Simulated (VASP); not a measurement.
# K3Zr2S (P6/mmm) in VASP: further runs

The runs below take K3Zr2S through single point, with PBE.

All numbers are computed with VASP 6.6.1; they aren't measurements. Logs are shortened: lines on timing, memory, paths and dates and some standing lists are left out, and cuts for length are marked.

## Step 1: The cell of the first run

It takes space group P6/mmm (No. 191, hexagonal). Conventional cell: a = 5.770 Å, b = 5.770 Å, c = 6.572 Å, α = 90.00°, β = 90.00°, γ = 120.00°. Within 3.8 Å of K (site symmetry mmm) lie 4 K at 2.89 Å and 4 Zr at 3.68 Å. Zr (site symmetry -6m2) has 3 S at 3.33 Å and 3 Zr at 3.33 Å and 6 K at 3.68 Å within 4.4 Å. S (site symmetry 6/mmm) has 6 Zr at 3.33 Å and 12 K at 4.37 Å within 4.4 Å.

## Step 2: Single point, PBE

File INCAR:

```
PREC = Accurate ; ENCUT = 520
EDIFF = 1E-6 ; ISMEAR = 0
SIGMA = 0.1 ; LREAL = False
LASPH = True ; NELM = 60
ALGO = Normal ; ISIF = 2
LWAVE = False ; LCHARG = True
GGA = PE ; LELF = True
LVHAR = True ; NBANDS = 38
```

File KPOINTS:

```
regular mesh
0
Gamma
  3 3 4
```

File POSCAR:

```
K3Zr2S
1.0
    5.7701913037      0.0000000027      0.0000000000
   -2.8850956542      4.9971322524      0.0000000000
    0.0000000000      0.0000000000      6.5717084115
K Zr S
3 2 1
Direct
    0.5000000000      0.0000000000      0.0000000000
    0.0000000000      0.5000000000      0.0000000000
    0.5000000000      0.5000000000      0.0000000000
    0.3333333333      0.6666666667      0.4999978833
    0.6666666667      0.3333333333      0.5000021167
    0.0000000000      0.0000000000      0.5000000000
```

Potentials or basis: VASP PAW PBE potentials, release 64 (K_sv, Zr_sv, S).

Run with:

```bash
$ cat potpaw_PBE.64/K_sv/POTCAR potpaw_PBE.64/Zr_sv/POTCAR potpaw_PBE.64/S/POTCAR > POTCAR
$ mpirun -np 1 vasp_std > vasp.out
```

OUTCAR:

```text
PREC = Accurate
   ENCUT = 520
   EDIFF = 1E-6
   ISMEAR = 0
   LREAL = False
   LASPH = True
   NELM = 60
   ISIF = 2
   GGA = PE

 ion  position               nearest neighbor table
   1  0.500  0.000  0.000-   2 2.89   2 2.89   3 2.89   3 2.89   4 3.68   5 3.68   5 3.68   4 3.68

   2  0.000  0.500  0.000-   3 2.89   3 2.89   1 2.89   1 2.89   4 3.68   5 3.68   5 3.68   4 3.68

   3  0.500  0.500  0.000-   2 2.89   2 2.89   1 2.89   1 2.89   4 3.68   5 3.68   5 3.68   4 3.68

   4  0.333  0.667  0.500-   6 3.33   5 3.33   5 3.33   6 3.33   6 3.33   5 3.33   2 3.68   1 3.68
                             3 3.68   2 3.68   1 3.68   3 3.68
   5  0.667  0.333  0.500-   6 3.33   4 3.33   4 3.33   6 3.33   6 3.33   4 3.33   2 3.68   1 3.68
                             3 3.68   2 3.68   1 3.68   3 3.68
   6  0.000  0.000  0.500-   4 3.33   5 3.33   5 3.33   4 3.33   5 3.33   4 3.33

  LATTYP: Found a hexagonal cell.
 ALAT       =     5.7701913037
 C/A-ratio  =     1.1389065051

  Lattice vectors:

 A1 = (   5.7701913037,   0.0000000027,   0.0000000000)
 A2 = (  -2.8850956542,   4.9971322524,   0.0000000000)
 A3 = (   0.0000000000,   0.0000000000,   6.5717084115)

Analysis of symmetry for initial positions (statically):
=====================================================================
 Subroutine PRICEL returns:
 Original cell was already a primitive cell.

 Routine SETGRP: Setting up the symmetry group for a
 hexagonal supercell.

 Subroutine GETGRP returns: Found 24 space group operations
 (whereof 24 operations were pure point group operations)
 out of a pool of 24 trial point group operations.

The static configuration has the point symmetry D_6h.

Analysis of symmetry for dynamics (positions and initial velocities):
=====================================================================
 Subroutine PRICEL returns:
 Original cell was already a primitive cell.

 Routine SETGRP: Setting up the symmetry group for a
 hexagonal supercell.

 Subroutine GETGRP returns: Found 24 space group operations
 (whereof 24 operations were pure point group operations)
 out of a pool of 24 trial point group operations.

The dynamic configuration has the point symmetry D_6h.

 Subroutine INISYM returns: Found 24 space group operations
 (whereof 24 operations are pure point group operations),
 and found     1 'primitive' translations

----------------------------------------------------------------------------------------

                                     Primitive cell

  volume of cell :     189.4913

  direct lattice vectors                    reciprocal lattice vectors
     5.770191304  0.000000003  0.000000000     0.173304479  0.100057388  0.000000000
    -2.885095654  4.997132252  0.000000000    -0.000000000  0.200114776  0.000000000
     0.000000000  0.000000000  6.571708412     0.000000000  0.000000000  0.152167433

  length of vectors
     5.770191304  5.770191304  6.571708412     0.200114776  0.200114776  0.152167433

  position of ions in fractional coordinates (direct lattice)
     0.500000000  0.000000000  0.000000000
     0.000000000  0.500000000  0.000000000
     0.500000000  0.500000000  0.000000000
     0.333333333  0.666666667  0.499997883
     0.666666667  0.333333333  0.500002117
     0.000000000  0.000000000  0.500000000

  ion indices of the primitive-cell ions
   primitive index   ion index
                 1           1
                 2           2
                 3           3
                 4           4
                 5           5
                 6           6

----------------------------------------------------------------------------------------

 KPOINTS: regular mesh

Automatic generation of k-mesh.
 Grid dimensions read from file:
 generate k-points for:    3    3    4

 Generating k-lattice:

  Cartesian coordinates                     Fractional coordinates (reciprocal lattice)
     0.057768160  0.033352463  0.000000000     0.333333333  0.000000000  0.000000000
    -0.000000000  0.066704925  0.000000000     0.000000000  0.333333333  0.000000000
     0.000000000  0.000000000  0.038041858     0.000000000  0.000000000  0.250000000

  Length of vectors
     0.066704925  0.066704925  0.038041858

  Shift w.r.t. Gamma in fractional coordinates (k-lattice)
     0.000000000  0.000000000  0.000000000

 Subroutine IBZKPT returns following result:
 ===========================================

 Found      9 irreducible k-points:

 Following reciprocal coordinates:
            Coordinates               Weight
  0.000000  0.000000  0.000000      1.000000
  0.333333  0.000000  0.000000      6.000000
  0.333333  0.333333  0.000000      2.000000
  0.000000  0.000000  0.250000      2.000000
  0.333333  0.000000  0.250000     12.000000
  0.333333  0.333333  0.250000      4.000000
  0.000000  0.000000  0.500000      1.000000
  0.333333  0.000000  0.500000      6.000000
  0.333333  0.333333  0.500000      2.000000
   k-points           NKPTS =      9   k-points in BZ     NKDIM =      9   number of bands    NBANDS=     38
   number of dos      NEDOS =    301   number of ions     NIONS =      6
   total plane-waves  NPLWV = 115200
   dimension x,y,z NGX =    48 NGY =   48 NGZ =   50
   dimension x,y,z NGXF=    96 NGYF=   96 NGZF=  100
   ions per type =               3   2   1
   NGX,Y,Z   is equivalent  to a cutoff of  13.83, 13.83, 12.65 a.u.
   NGXF,Y,Z  is equivalent  to a cutoff of  27.66, 27.66, 25.30 a.u.
 SYSTEM =  unknown system
   PREC   = accura    normal or accurate (medium, high low for compatibility)
   ISTART =      0    job   : 0-new  1-cont  2-samecut
   ICHARG =      2    charge: 1-file 2-atom 10-const
   ISPIN  =      1    spin polarized calculation?
   LNONCOLLINEAR =      F non collinear calculations
   LSORBIT =      F    spin-orbit coupling
   LASPH  =      T    aspherical Exc in radial PAW
   ENCUT  =  520.0 eV  38.22 Ry    6.18 a.u.  10.73 10.73 12.22*2*pi/ulx,y,z
   NELM   =     60;   NELMIN=  2; NELMDL= -5     # of ELM steps
   EDIFF  = 0.1E-05   stopping-criterion for ELM
   LREAL  =      F    real-space projection
   EDIFFG = 0.1E-04   stopping-criterion for IOM
   NSW    =      0    number of steps for IOM
   IBRION =     -1    ionic relax: 0-MD 1-quasi-New 2-CG
   NFREE  =      0    steps in history (QN), initial steepest desc. (CG)
   ISIF   =      2    stress and relaxation
   ISYM   =      2    0-nonsym 1-usesym 2-fastsym
   POTIM  = 0.5000    time-step for ionic-motion
   TEBEG  =    0.0;   TEEND  =   0.0 temperature during run
   PSTRESS=    0.0 pullay stress
   NELECT =      57.0000    total number of electrons
   NUPDOWN=      -1.0000    fix difference up-down
   EMIN   =  10.00;   EMAX   =-10.00  energy-range for DOS
   EFERMI =   0.00;   METHOD = LEGACY
   ISMEAR =     0;   SIGMA  =   0.10  broadening in eV -4-tet -1-fermi 0-gaus
   EFERMI_NEDOS =   21; number of points for ismear=-14 and -15
   IALGO  =     38    algorithm
   IMIX   =      4    mixing-type and parameters
     AMIX     =   0.40;   BMIX     =  1.00
     AMIX_MAG =   1.60;   BMIX_MAG =  1.00
  volume/ion in A,a.u.               =      31.58       213.13
  Fermi-wavevector in a.u.,A,eV,Ry     =   1.096907  2.072855 16.370612  1.203206
  Thomas-Fermi vector in A             =   2.233258
   LORBIT       =      0    0 simple, 1 ext, 2 COOP (PROOUT), +10 PAW based schemes
   GGA     = PE    functional components
   LHFCALC =     F    Hartree Fock is set to
   AEXX    =    0.0000 exact exchange contribution
   IVDW    =     0    specifies the selected vdW correction
   LEPSILON=     F    determine dielectric tensor
   LRPA    =     F    only Hartree local field effects (RPA)
 non-spin polarized calculation
 Gauss-broadening in eV      SIGMA  =   0.10
  energy-cutoff  :      520.00
  volume of cell :      189.49
 maximum number of plane-waves:      5185
 NGX is ok and might be reduce to    48
   NGX = 21   NGY = 21   NGZ = 25

 number of electron      57.0000003 magnetization

 Free energy of the ion-electron system (eV)
  ---------------------------------------------------
  ext. energy  EPLUGINS =         0.00000000
  ---------------------------------------------------
  free energy    TOTEN  =       -17.65871473 eV

  energy without entropy =      -17.57986025  energy(sigma->0) =      -17.61928749

 E-fermi :   3.7128     XC(G=0):  -8.5479

 val. band max:        3.6675249177   @ k =   0.3333   0.0000   0.0000
 cond. band min:       3.7482620502   @ k =   0.3333   0.0000   0.2500
 fundamental gap:      0.0807371325
 Fermi energy:         3.7128220663

 k-point     1 :       0.0000    0.0000    0.0000
  band No.  band energies     occupation
      1     -45.7479      2.00000
      2     -45.7063      2.00000
      3     -29.2478      2.00000
      4     -28.7462      2.00000
      5     -28.7462      2.00000
      6     -23.8191      2.00000
[... 30 lines left out ...]
     37       5.5309      0.00000
     38       6.0378      0.00000

 k-point     2 :       0.3333    0.0000    0.0000
  band No.  band energies     occupation
      1     -45.7391      2.00000
      2     -45.7151      2.00000
      3     -29.1474      2.00000
      4     -28.8589      2.00000
      5     -28.7474      2.00000
      6     -23.8325      2.00000
[... 30 lines left out ...]
     37       5.6784      0.00000
     38       5.8172      0.00000

 k-point     3 :       0.3333    0.3333    0.0000
  band No.  band energies     occupation
      1     -45.7271      2.00000
      2     -45.7271      2.00000
      3     -29.0059      2.00000
      4     -29.0059      2.00000
      5     -28.7486      2.00000
      6     -23.8461      2.00000
[... 30 lines left out ...]
     37       6.6018      0.00000
[... 166 lines left out ...]
 k-point     8 :       0.3333    0.0000    0.5000
  band No.  band energies     occupation
      1     -45.7391      2.00000
      2     -45.7151      2.00000
      3     -29.1478      2.00000
      4     -28.8590      2.00000
      5     -28.7473      2.00000
      6     -23.8328      2.00000
[... 30 lines left out ...]
     37       5.8132      0.00000
     38       6.3661      0.00000

 k-point     9 :       0.3333    0.3333    0.5000
  band No.  band energies     occupation
      1     -45.7271      2.00000
      2     -45.7271      2.00000
      3     -29.0061      2.00000
      4     -29.0061      2.00000
      5     -28.7486      2.00000
      6     -23.8464      2.00000
[... 30 lines left out ...]
     37       5.8625      0.00000
     38       6.9677      0.00000

------------------------ aborting loop because EDIFF is reached ----------------------------------------

  FORCE on cell =-STRESS in cart. coord.  units (eV):
  Direction    XX          YY          ZZ          XY          YZ          ZX
  --------------------------------------------------------------------------------------
  -------------------------------------------------------------------------------------
  Total        0.0915070      0.0915070      0.2969008     -0.0000000     -0.0000000      0.0000000
  in kB        0.7737051      0.7737051      2.5103401     -0.0000000     -0.0000000      0.0000000
  external PRESSURE =       1.3525834 kB  Pullay stress =       0.0000000 kB

 VOLUME and BASIS-vectors are now :
 -----------------------------------------------------------------------------
  energy-cutoff  :      520.00
  volume of cell :      189.49
      direct lattice vectors                 reciprocal lattice vectors
     5.770191304  0.000000003  0.000000000     0.173304479  0.100057388  0.000000000
    -2.885095654  4.997132252  0.000000000    -0.000000000  0.200114776  0.000000000
     0.000000000  0.000000000  6.571708412     0.000000000  0.000000000  0.152167433

 POSITION                                       TOTAL-FORCE (eV/Angst)
 -----------------------------------------------------------------------------------
      2.88510      0.00000      0.00000         0.000000      0.000000      0.000000
     -1.44255      2.49857      0.00000         0.000000      0.000000      0.000000
      1.44255      2.49857      0.00000         0.000000      0.000000      0.000000
     -0.00000      3.33142      3.28584        -0.000000     -0.000000     -0.000000
      2.88510      1.66571      3.28587         0.000000      0.000000      0.000000
      0.00000      0.00000      3.28585         0.000000      0.000000      0.000000
 -----------------------------------------------------------------------------------
    total drift:                               -0.000000      0.000000      0.000000

  FREE ENERGIE OF THE ION-ELECTRON SYSTEM (eV)
  ---------------------------------------------------
  free  energy   TOTEN  =       -17.6587147309 eV

  energy  without entropy=      -17.5798602486  energy(sigma->0) =      -17.61928749
```

Run time: 41 s. Hardware: 1 thread of Intel Xeon 6975P-C (Granite Rapids), shared host; peak memory 0.35 GiB.

What came out:

- Free energy: -17.6587 eV
- Pressure: 0.1 GPa

Levels at points of the mesh, in eV from the Fermi level:
| k point | band 27 | band 28 | band 29 | band 30 | band 31 | band 32 |
| --- | --- | --- | --- | --- | --- | --- |
| (0.00, 0.00, 0.00) | 0.13 | 0.13 | 0.16 | 0.16 | 0.18 | 0.76 |
| (0.00, 0.00, 0.50) | -0.42 | -0.26 | -0.26 | 0.11 | 0.34 | 0.34 |

Caveat: the k points lie up to 0.42 Å⁻¹ apart.

## Step 3: Single point, PBE, collinear spin, ferromagnetic start

File INCAR:

```
SYSTEM = K3Zr2S
ALGO = Normal
EDIFF = 1E-6
ENCUT = 520
GGA = PE
ISIF = 2
ISMEAR = 0
ISPIN = 2
LASPH = .True.
LCHARG = .False.
LMAXMIX = 4
LORBIT = 11
LREAL = .False.
LWAVE = .False.
MAGMOM = 0 0 0 1 1 0
NBANDS = 42
NELM = 150
PREC = Accurate
SIGMA = 0.1
```

File KPOINTS:

```
k-points
0
Gamma
  3 3 4
  0 0 0
```

File POSCAR:

```
K3Zr2S
1.0
    5.7701913037      0.0000000000      0.0000000000
   -2.8850956519      4.9971322537      0.0000000000
    0.0000000000      0.0000000000      6.5717084115
K Zr S
3 2 1
Direct
    0.5000000000      0.0000000000      0.0000000000
    0.0000000000      0.5000000000      0.0000000000
    0.5000000000      0.5000000000      0.0000000000
    0.3333333333      0.6666666667      0.5000000000
    0.6666666667      0.3333333333      0.5000000000
    0.0000000000      0.0000000000      0.5000000000
```

Potentials or basis: VASP PAW PBE potentials, release 64 (K_sv, Zr_sv, S).

Run with:

```bash
$ cat potpaw_PBE.64/K_sv/POTCAR potpaw_PBE.64/Zr_sv/POTCAR potpaw_PBE.64/S/POTCAR > POTCAR
$ mpirun -np 1 vasp_std > vasp.out
```

Wall time 94 s (1 thread of Intel Xeon 6975P-C (Granite Rapids), shared host); peak memory 0.47 GiB.

The run converged. Its results:

* Free energy: -18.1199 eV
* Pressure: 1.3 GPa
* Net moment: 4.57 μB per cell
* Site moments: K +0.03; Zr +1.23; S -0.03 μB
* Valence electrons inside the program's atomic spheres: K 7.64; Zr 9.69; S 3.56

Stress tensor (GPa, compression positive):
```
1.41 0.00 0.00
0.00 1.41 0.00
0.00 0.00 1.06
```

Levels at points of the mesh, in eV from the Fermi level:
Spin up:
```tsv
k point	band 28	band 29	band 30	band 31	band 32	band 33	band 34	band 35
(0.00, 0.00, 0.00)	-0.50	-0.37	-0.37	0.18	0.44	0.61	0.61	0.79
(0.00, 0.00, 0.50)	-0.73	-0.46	-0.35	-0.35	-0.30	0.76	0.98	0.98
```
Spin down:
```
           k point  band 23  band 24  band 25  band 26  band 27  band 28  band 29  band 30
(0.00, 0.00, 0.00)    -3.18    -2.52    -2.36     0.07     0.20     0.90     0.90     1.02
(0.00, 0.00, 0.50)    -3.21    -3.04    -1.16    -0.30    -0.25     0.43     0.43     0.71
```

Caveat: the k points lie up to 0.42 Å⁻¹ apart.
